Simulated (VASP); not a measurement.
# Cu (I4/mmm) in VASP: a series of runs

The runs below take Cu through single point, with PBE.

Everything below comes from runs of VASP 6.6.1. Logs are shortened: lines on timing, memory, paths and dates and some standing lists are left out, and cuts for length are marked.

### 1 The cell of the first run

Symmetry: I4/mmm, No. 139, tetragonal system. Conventional cell: a = 2.569 Å, b = 2.569 Å, c = 3.615 Å, α = 90.00°, β = 90.00°, γ = 90.00°. Cu (site symmetry 4/mmm) has 12 Cu at 2.56 to 2.57 Å within 3.4 Å.

### 2 Single point, PBE (strain +0.0050 x Voigt [1, 1, 0, 0, 0, 0])

INCAR

```
SYSTEM = Cu
ALGO = Normal
EDIFF = 1E-6
ENCUT = 520
GGA = PE
ISIF = 2
ISMEAR = 0
LASPH = .TRUE.
LCHARG = .TRUE.
LELF = .TRUE.
LREAL = .FALSE.
LVHAR = .TRUE.
LWAVE = .FALSE.
NBANDS = 12
NELM = 80
PREC = Accurate
SIGMA = 0.15
```

KPOINTS

```
k-points
0
G
  22 22 22
  0 0 0
```

POSCAR

```
Cu
1.0
    0.0000000000      1.8165375000      1.8075000000
    1.8165375000      0.0000000000      1.8075000000
    1.8165375000      1.8165375000      0.0000000000
Cu
1
Direct
    0.0000000000      0.0000000000      0.0000000000
```

Potentials or basis: VASP PAW PBE potentials, release 64 (Cu).

The run is started by

```sh
> cat potpaw_PBE.64/Cu/POTCAR > POTCAR
> mpirun -np 1 vasp_std > vasp.out
```

OUTCAR:

```text
SYSTEM = Cu
   EDIFF = 1E-6
   ENCUT = 520
   GGA = PE
   ISIF = 2
   ISMEAR = 0
   LASPH = .TRUE.
   LREAL = .FALSE.
   NELM = 80
   PREC = Accurate

 ion  position               nearest neighbor table
   1  0.000  0.000  0.000-

  LATTYP: Found a body centered tetragonal cell.
 ALAT       =     2.5689719691
 C/A-ratio  =     1.4071776740

  Lattice vectors:

 A1 = (   0.0000000000,  -1.8165375000,  -1.8075000000)
 A2 = (   0.0000000000,   1.8165375000,  -1.8075000000)
 A3 = (   1.8165375000,   0.0000000000,   1.8075000000)

Analysis of symmetry for initial positions (statically):
=====================================================================
 Subroutine PRICEL returns:
 Original cell was already a primitive cell.

 Routine SETGRP: Setting up the symmetry group for a
 body centered tetragonal supercell.

 Subroutine GETGRP returns: Found 16 space group operations
 (whereof 16 operations were pure point group operations)
 out of a pool of 16 trial point group operations.

The static configuration has the point symmetry D_4h.

Analysis of symmetry for dynamics (positions and initial velocities):
=====================================================================
 Subroutine PRICEL returns:
 Original cell was already a primitive cell.

 Routine SETGRP: Setting up the symmetry group for a
 body centered tetragonal supercell.

 Subroutine GETGRP returns: Found 16 space group operations
 (whereof 16 operations were pure point group operations)
 out of a pool of 16 trial point group operations.

The dynamic configuration has the point symmetry D_4h.

 Subroutine INISYM returns: Found 16 space group operations
 (whereof 16 operations are pure point group operations),
 and found     1 'primitive' translations

----------------------------------------------------------------------------------------

                                     Primitive cell

  volume of cell :      11.9288

  direct lattice vectors                    reciprocal lattice vectors
     0.000000000  1.816537500  1.807500000    -0.275248928  0.275248928  0.276625173
     1.816537500  0.000000000  1.807500000     0.275248928 -0.275248928  0.276625173
     1.816537500  1.816537500  0.000000000     0.275248928  0.275248928 -0.276625173

  length of vectors
     2.562589460  2.562589460  2.568971969     0.477541026  0.477541026  0.477541026

  position of ions in fractional coordinates (direct lattice)
     0.000000000  0.000000000  0.000000000

  ion indices of the primitive-cell ions
   primitive index   ion index
                 1           1

----------------------------------------------------------------------------------------

 KPOINTS: k-points

Automatic generation of k-mesh.
 Grid dimensions read from file:
 generate k-points for:   22   22   22

 Generating k-lattice:

  Cartesian coordinates                     Fractional coordinates (reciprocal lattice)
    -0.012511315  0.012511315  0.012573871     0.045454545  0.000000000  0.000000000
     0.012511315 -0.012511315  0.012573871     0.000000000  0.045454545  0.000000000
     0.012511315  0.012511315 -0.012573871    -0.000000000 -0.000000000  0.045454545

  Length of vectors
     0.021706410  0.021706410  0.021706410

  Shift w.r.t. Gamma in fractional coordinates (k-lattice)
     0.000000000  0.000000000  0.000000000

 Subroutine IBZKPT returns following result:
 ===========================================

 Found    834 irreducible k-points:

 Following reciprocal coordinates:
            Coordinates               Weight
  0.000000  0.000000  0.000000      1.000000
  0.045455  0.000000  0.000000      8.000000
  0.090909  0.000000  0.000000      8.000000
  0.136364  0.000000  0.000000      8.000000
  0.181818  0.000000  0.000000      8.000000
  0.227273  0.000000  0.000000      8.000000
[... 16 lines left out ...]
  0.500000  0.045455  0.000000      8.000000
 -0.454545  0.045455  0.000000      8.000000
 [... further k-points ...]
   k-points           NKPTS =    834   k-points in BZ     NKDIM =    834   number of bands    NBANDS=     12
   number of dos      NEDOS =    301   number of ions     NIONS =      1
   total plane-waves  NPLWV =   8000
   dimension x,y,z NGX =    20 NGY =   20 NGZ =   20
   dimension x,y,z NGXF=    40 NGYF=   40 NGZF=   40
   ions per type =               1
   NGX,Y,Z   is equivalent  to a cutoff of  12.97, 12.97, 12.94 a.u.
   NGXF,Y,Z  is equivalent  to a cutoff of  25.95, 25.95, 25.89 a.u.
 SYSTEM =  Cu
   PREC   = accura    normal or accurate (medium, high low for compatibility)
   ISTART =      0    job   : 0-new  1-cont  2-samecut
   ICHARG =      2    charge: 1-file 2-atom 10-const
   ISPIN  =      1    spin polarized calculation?
   LNONCOLLINEAR =      F non collinear calculations
   LSORBIT =      F    spin-orbit coupling
   LASPH  =      T    aspherical Exc in radial PAW
   ENCUT  =  520.0 eV  38.22 Ry    6.18 a.u.   4.76  4.76  4.78*2*pi/ulx,y,z
[... 58 lines left out ...]
      1      -1.8130      2.00000
      2       4.4584      2.00000
      3       4.4584      2.00000
      4       4.4820      2.00000
      5       5.2636      2.00000
      6       5.2872      2.00000
      7      29.9772      0.00000
      8      32.5379      0.00000
      9      32.5379      0.00000
     10      32.5558      0.00000
     11      35.0193      0.00000
     12      35.0327      0.00000

 k-point     2 :       0.0455    0.0000    0.0000
  band No.  band energies     occupation
      1      -1.7381      2.00000
      2       4.4475      2.00000
      3       4.4726      2.00000
      4       4.4912      2.00000
      5       5.2581      2.00000
      6       5.2813      2.00000
      7      29.5798      0.00000
      8      31.4475      0.00000
      9      32.2772      0.00000
     10      32.2928      0.00000
     11      35.3893      0.00000
     12      35.4001      0.00000

 k-point     3 :       0.0909    0.0000    0.0000
  band No.  band energies     occupation
      1      -1.5152      2.00000
      2       4.4049      2.00000
      3       4.5117      2.00000
      4       4.5282      2.00000
      5       5.2451      2.00000
      6       5.2669      2.00000
      7      27.8736      0.00000
      8      30.7556      0.00000
      9      31.7469      0.00000
     10      31.7709      0.00000
     11      36.2193      0.00000
     12      36.2300      0.00000

 k-point     4 :       0.1364    0.0000    0.0000
  band No.  band energies     occupation
      1      -1.1494      2.00000
      2       4.3410      2.00000
      3       4.5631      2.00000
      4       4.5797      2.00000
      5       5.2361      2.00000
      6       5.2553      2.00000
      7      25.5745      0.00000
      8      30.5300      0.00000
      9      31.1933      0.00000
     10      31.2287      0.00000
     11      36.9054      0.00000
     12      37.1407      0.00000

 k-point     5 :       0.1818    0.0000    0.0000
  band No.  band energies     occupation
      1      -0.6514      2.00000
      2       4.2724      2.00000
      3       4.6053      2.00000
      4       4.6235      2.00000
      5       5.2510      2.00000
      6       5.2659      2.00000
      7      23.2267      0.00000
      8      30.3064      0.00000
      9      30.6951      0.00000
     10      30.7454      0.00000
     11      36.8480      0.00000
     12      37.2053      0.00000
[... 228 lines left out ...]
      1       2.1942      2.00000
      2       4.4691      2.00000
      3       4.4996      2.00000
      4       4.9589      2.00000
      5       5.7664      2.00000
      6       5.8952      2.00000
      7      13.6194      0.00000
      8      28.2456      0.00000
      9      28.2883      0.00000
     10      29.7503      0.00000
     11      33.3080      0.00000
     12      34.1318      0.00000

 k-point    22 :       0.4545    0.0455    0.0000
  band No.  band energies     occupation
      1       2.4040      2.00000
      2       4.4349      2.00000
      3       4.4652      2.00000
      4       5.3705      2.00000
      5       5.8254      2.00000
      6       6.3365      2.00000
      7      12.1327      0.00000
      8      28.1096      0.00000
      9      28.3837      0.00000
     10      29.2061      0.00000
     11      33.2738      0.00000
     12      33.5150      0.00000

 k-point    23 :       0.5000    0.0455    0.0000
  band No.  band energies     occupation
      1       2.4787      2.00000
      2       4.4201      2.00000
      3       4.4468      2.00000
      4       5.5402      2.00000
      5       5.8414      2.00000
      6       6.7940      2.00000
      7      11.2530      0.00000
      8      27.9209      0.00000
      9      28.6615      0.00000
     10      28.8968      0.00000
     11      33.0449      0.00000
     12      33.3749      0.00000

 k-point    24 :      -0.4545    0.0455    0.0000
  band No.  band energies     occupation
      1       2.4643      2.00000
      2       4.4261      2.00000
      3       4.4474      2.00000
      4       5.5288      2.00000
      5       5.8111      2.00000
      6       6.6825      2.00000
      7      11.4540      0.00000
      8      27.7096      0.00000
      9      28.8561      0.00000
     10      29.0744      0.00000
     11      32.7288      0.00000
     12      33.6024      0.00000

 [... further k-points ...]
[... 5 lines left out ...]
  --------------------------------------------------------------------------------------
  -------------------------------------------------------------------------------------
  Total        0.0589746      0.0589746      0.0792889      0.0000000      0.0000000     -0.0000000
  in kB        7.9209750      7.9209750     10.6494243      0.0000000      0.0000000     -0.0000000
  external PRESSURE =       8.8304581 kB  Pullay stress =       0.0000000 kB

 VOLUME and BASIS-vectors are now :
 -----------------------------------------------------------------------------
  energy-cutoff  :      520.00
  volume of cell :       11.93
      direct lattice vectors                 reciprocal lattice vectors
     0.000000000  1.816537500  1.807500000    -0.275248928  0.275248928  0.276625173
     1.816537500  0.000000000  1.807500000     0.275248928 -0.275248928  0.276625173
     1.816537500  1.816537500  0.000000000     0.275248928  0.275248928 -0.276625173

 POSITION                                       TOTAL-FORCE (eV/Angst)
 -----------------------------------------------------------------------------------
      0.00000      0.00000      0.00000         0.000000      0.000000      0.000000
 -----------------------------------------------------------------------------------
    total drift:                                0.000000      0.000000      0.000000

  FREE ENERGIE OF THE ION-ELECTRON SYSTEM (eV)
  ---------------------------------------------------
  free  energy   TOTEN  =        -3.7302444867 eV

  energy  without entropy=       -3.7274771972  energy(sigma->0) =       -3.72886084
```

Run time: 36 s. Hardware: 1 thread of Intel Xeon 6975P-C (Granite Rapids), shared host; peak memory 0.22 GiB.

What came out:

* Free energy: -3.7302 eV
* Pressure: 0.9 GPa

Caveat: the cell differs from its parent crystal (strain +0.0050 x Voigt [1, 1, 0, 0, 0, 0]).

### 3 Single point, PBE (strain +0.0100 x Voigt [1, 1, 0, 0, 0, 0])

INCAR

```
SYSTEM = Cu
  PREC = Accurate
  ENCUT = 520
  EDIFF = 1E-6
  ISMEAR = 0
  SIGMA = 0.15
  LREAL = .FALSE.
  LASPH = .TRUE.
  NELM = 60
  ALGO = Normal
  ISIF = 2
  LWAVE = .FALSE.
  LCHARG = .FALSE.
  GGA = PE
  NBANDS = 12
```

KPOINTS

```
regular mesh
0
G
  22 22 22
  0 0 0
```

POSCAR

```
Cu
1.0
    0.0000000000      1.8255750000      1.8075000000
    1.8255750000      0.0000000000      1.8075000000
    1.8255750000      1.8255750000      0.0000000000
Cu
1
Direct
    0.0000000000      0.0000000000      0.0000000000
```

Potentials or basis: VASP PAW PBE potentials, release 64 (Cu).

The run is started by

```sh
> cat potpaw_PBE.64/Cu/POTCAR > POTCAR
> mpirun -np 1 vasp_std > vasp.out
```

Wall time 36 s (1 thread of Intel Xeon 6975P-C (Granite Rapids), shared host); peak memory 0.22 GiB.

Results (log left out):

* Free energy: -3.7303 eV
* Pressure: -0.5 GPa

Stress tensor (GPa, compression positive):
```
-0.67  0.00  0.00
 0.00 -0.67  0.00
 0.00  0.00 -0.14
```

Levels at points of the mesh, in eV from the Fermi level:
| k point | band 3 | band 4 | band 5 | band 6 | band 7 | band 8 | band 9 | band 10 |
| --- | --- | --- | --- | --- | --- | --- | --- | --- |
| (0.00, 0.00, 0.00) | -2.98 | -2.93 | -2.19 | -2.14 | 22.44 | 24.92 | 24.92 | 24.95 |
| (0.50, 0.00, 0.00) | -2.97 | -1.62 | -1.60 | -0.94 | 3.66 | 20.90 | 21.61 | 21.97 |
| (0.50, 0.50, 0.00) | -1.63 | -1.47 | -1.47 | 1.66 | 7.15 | 12.78 | 12.78 | 17.25 |
| (0.50, 0.00, 0.50) | -1.63 | -1.49 | -1.46 | 1.45 | 6.89 | 13.00 | 13.02 | 17.44 |

Caveat: the cell differs from its parent crystal (strain +0.0100 x Voigt [1, 1, 0, 0, 0, 0]).

### 4 Single point, PBE (strain +0.0150 x Voigt [1, 1, 0, 0, 0, 0])

INCAR

```
PREC     = Accurate       # precision mode
ENCUT    = 520            # plane-wave cutoff, eV
EDIFF    = 1E-6           # SCF threshold, eV
ISMEAR   = 0              # smearing method
SIGMA    = 0.15           # smearing width, eV
LREAL    = F              # projectors in reciprocal space
LASPH    = T              # aspherical terms in the spheres
NELM     = 100            # most SCF steps
ALGO     = Normal         # electronic algorithm
ISIF     = 2              # what is computed and relaxed
LWAVE    = F              # write WAVECAR
LCHARG   = F              # write CHGCAR
GGA      = PE             # functional
NBANDS   = 12             # bands
```

KPOINTS

```
regular mesh
0
Gamma
  22 22 22
```

POSCAR

```
Cu
1.0
    0.0000000000      1.8346125000      1.8075000000
    1.8346125000      0.0000000000      1.8075000000
    1.8346125000      1.8346125000      0.0000000000
Cu
1
Direct
    0.0000000000      0.0000000000      0.0000000000
```

The run is started by

```sh
> cat potpaw_PBE.64/Cu/POTCAR > POTCAR
> mpirun -np 1 vasp_std > vasp.out
```

It took 36 s on 1 thread of Intel Xeon 6975P-C (Granite Rapids), shared host; peak memory 0.22 GiB.

The run converged. Its results:

* Free energy: -3.7293 eV
* Pressure: -1.8 GPa

Stress tensor (GPa, compression positive):
```
-2.05  0.00  0.00
 0.00 -2.05  0.00
 0.00  0.00 -1.28
```

Levels at points of the mesh, in eV from the Fermi level:
| k point | band 3 | band 4 | band 5 | band 6 | band 7 | band 8 | band 9 | band 10 |
| --- | --- | --- | --- | --- | --- | --- | --- | --- |
| (0.00, 0.00, 0.00) | -2.95 | -2.89 | -2.18 | -2.11 | 22.36 | 24.76 | 24.76 | 24.81 |
| (0.50, 0.00, 0.00) | -2.93 | -1.62 | -1.59 | -0.91 | 3.62 | 20.79 | 21.38 | 21.94 |
| (0.50, 0.50, 0.00) | -1.62 | -1.46 | -1.46 | 1.74 | 7.17 | 12.63 | 12.63 | 17.09 |
| (0.50, 0.00, 0.50) | -1.62 | -1.49 | -1.45 | 1.42 | 6.78 | 12.96 | 12.99 | 17.38 |

Caveat: the cell differs from its parent crystal (strain +0.0150 x Voigt [1, 1, 0, 0, 0, 0]).

### 5 Single point, PBE (strain +0.0175 x Voigt [1, 1, 0, 0, 0, 0])

INCAR

```
SYSTEM = Cu
PREC = Accurate ; ENCUT = 520
EDIFF = 1E-6 ; ISMEAR = 0
SIGMA = 0.15 ; LREAL = .FALSE.
LASPH = .TRUE. ; NELM = 100
ALGO = Fast ; ISIF = 2
LWAVE = .FALSE. ; LCHARG = .FALSE.
GGA = PE ; NBANDS = 12
```

KPOINTS

```
regular mesh
0
G
  22 22 22
  0 0 0
```

POSCAR

```
Cu
1.0
    0.0000000000      1.8391312500      1.8075000000
    1.8391312500      0.0000000000      1.8075000000
    1.8391312500      1.8391312500      0.0000000000
Cu
1
Direct
    0.0000000000      0.0000000000      0.0000000000
```

The run is started by

```sh
> cat potpaw_PBE.64/Cu/POTCAR > POTCAR
> mpirun -np 1 vasp_std > vasp.out
```

Wall time 46 s (1 thread of Intel Xeon 6975P-C (Granite Rapids), shared host); peak memory 0.22 GiB.

Results (log left out):

* Free energy: -3.7285 eV
* Pressure: -2.3 GPa

Stress tensor (GPa, compression positive):
```
-2.63  0.00  0.00
 0.00 -2.63  0.00
 0.00  0.00 -1.75
```

Levels at points of the mesh, in eV from the Fermi level:
```
           k point  band 3  band 4  band 5  band 6  band 7  band 8  band 9  band 10
(0.00, 0.00, 0.00)   -2.94   -2.86   -2.18   -2.10   22.33   24.68   24.68    24.74
(0.50, 0.00, 0.00)   -2.91   -1.62   -1.58   -0.90    3.59   20.72   21.26    21.94
(0.50, 0.50, 0.00)   -1.62   -1.46   -1.46    1.77    7.18   12.55   12.55    17.01
(0.50, 0.00, 0.50)   -1.62   -1.49   -1.44    1.41    6.73   12.94   12.98    17.34
```

Caveat: the cell differs from its parent crystal (strain +0.0175 x Voigt [1, 1, 0, 0, 0, 0]).

### 6 Single point, PBE (strain +0.0200 x Voigt [1, 1, 0, 0, 0, 0])

INCAR

```
SYSTEM = Cu
ALGO     = Normal         ! electronic algorithm
EDIFF    = 1E-7           ! SCF threshold, eV
ENCUT    = 520            ! plane-wave cutoff, eV
GGA      = PE             ! functional
ISIF     = 2              ! what is computed and relaxed
ISMEAR   = 0              ! smearing method
LASPH    = .TRUE.         ! aspherical terms in the spheres
LCHARG   = .FALSE.        ! write CHGCAR
LREAL    = .FALSE.        ! projectors in reciprocal space
LWAVE    = .FALSE.        ! write WAVECAR
NBANDS   = 12             ! bands
NELM     = 100            ! most SCF steps
PREC     = Accurate       ! precision mode
SIGMA    = 0.15           ! smearing width, eV
```

KPOINTS

```
k-points
0
G
  22 22 22
  0 0 0
```

POSCAR

```
Cu
1.0
    0.0000000000      1.8436500000      1.8075000000
    1.8436500000      0.0000000000      1.8075000000
    1.8436500000      1.8436500000      0.0000000000
Cu
1
Direct
    0.0000000000      0.0000000000      0.0000000000
```

Potentials or basis: VASP PAW PBE potentials, release 64 (Cu).

The run is started by

```sh
> cat potpaw_PBE.64/Cu/POTCAR > POTCAR
> mpirun -np 1 vasp_std > vasp.out
```

Wall time 40 s (1 thread of Intel Xeon 6975P-C (Granite Rapids), shared host); peak memory 0.22 GiB.

It converged, with:

| Quantity | Value |
| --- | --- |
| Free energy | -3.7273 eV |
| Pressure | -3.1 GPa |

Stress tensor (GPa, compression positive):
```
-3.40  0.00  0.00
 0.00 -3.40  0.00
 0.00  0.00 -2.41
```

Levels at points of the mesh, in eV from the Fermi level:
```
           k point  band 4  band 5  band 6  band 7  band 8  band 9
(0.00, 0.00, 0.00)   -2.84   -2.18   -2.09   22.29   24.61   24.61
(0.50, 0.00, 0.00)   -1.61   -1.58   -0.88    3.57   20.66   21.15
(0.50, 0.50, 0.00)   -1.46   -1.46    1.81    7.19   12.48   12.48
(0.50, 0.00, 0.50)   -1.49   -1.43    1.40    6.68   12.92   12.96
```

Caveat: the cell differs from its parent crystal (strain +0.0200 x Voigt [1, 1, 0, 0, 0, 0]).

### 7 The runs side by side

```csv
cell,gap on the mesh (eV),pressure (GPa)
"a = 2.563, b = 2.563, c = 2.569 Å, angles 59.9, 59.9, 60.2°, 1 atom",none,0.9
"a = 2.569, b = 2.569, c = 2.582 Å, angles 59.8, 59.8, 60.3°, 1 atom",none,-0.5
"a = 2.575, b = 2.575, c = 2.595 Å, angles 59.8, 59.8, 60.5°, 1 atom",none,-1.8
"a = 2.579, b = 2.579, c = 2.601 Å, angles 59.7, 59.7, 60.6°, 1 atom",none,-2.3
"a = 2.582, b = 2.582, c = 2.607 Å, angles 59.7, 59.7, 60.7°, 1 atom",none,-3.1
```

Alike in all rows: task single point; level PBE; potentials or basis VASP PAW PBE potentials, release 64 (Cu); no spin polarisation; k mesh 22 × 22 × 22; cutoff (eV) 520; smearing gaussian 0.15 eV.

Total energies depend on the potentials used, so only differences within one code and one set of settings carry meaning.
